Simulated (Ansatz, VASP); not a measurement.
Tl: VASP beside Ansatz

```
CELL_PARAMETERS angstrom
-1.88846 1.88846 1.88846
1.88846 -1.88846 1.88846
1.88846 1.88846 -1.88846
ATOMIC_POSITIONS crystal
Tl 0.00000 0.00000 0.00000
```

Alike in both runs: task single point; functional PBEsol; k mesh 16 × 16 × 16; occupations gaussian, width 0.1 eV; no spin polarisation.

|  | VASP | Ansatz |
| --- | --- | --- |
| version | VASP 6.6.1 | Ansatz 0.2.0 |
| potentials or method | VASP PAW PBE potentials, release 64 (Tl_d), cutoff 520 eV | scalar-relativistic, plane waves, PAW |
| valence electrons in the cell | 13 | 13 |

```tsv
	VASP	Ansatz	Ansatz less VASP
gap on the k mesh at the Fermi level (eV)	none	none	-
pressure (GPa)	2.5	2.5	+0.07
```

VASP's potentials were made for PBE, not for PBEsol. A gap of «none» marks a metal or a gap that the smearing closes.

Spin-orbit coupling is off throughout.
